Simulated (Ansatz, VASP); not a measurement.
## One calculation of Pb, two programs

```xyz
2
Lattice="2.6134 0.0000 0.0000 -1.3067 2.2632 0.0000 0.0000 0.0000 4.3047" Properties=species:S:1:pos:R:3 pbc="T T T"
Pb    0.0000    1.5088    1.0762
Pb    1.3067    0.7544    3.2285
```

Change from the starting cell: volume scaled by 0.4, LAPW.

Alike in both runs: task single point; functional PBE; k mesh 14 × 14 × 8; occupations fermi-dirac, width 0.05 eV; no spin polarisation.

|  | VASP | Ansatz |
| --- | --- | --- |
| version | VASP 6.6.1 | Ansatz 0.2.0 |
| potentials or method | VASP PAW PBE potentials, release 64 (Pb_d), cutoff 520 eV | all-electron LAPW, scalar-relativistic |

|  | VASP | Ansatz | Ansatz less VASP |
| --- | --- | --- | --- |
| pressure (GPa) | 349.1 | 348.9 | -0.21 |
| traceless stress, the component that is largest in VASP (GPa) | 0.37 | 0.32 | -0.049 |

Both programs put the cell under a high pressure, so it lies far from rest at this level. Ansatz ran all-electron here, and VASP with PAW potentials.

Spin-orbit coupling is off throughout. Noted on VASP's run: the cell as given lies far from equilibrium.
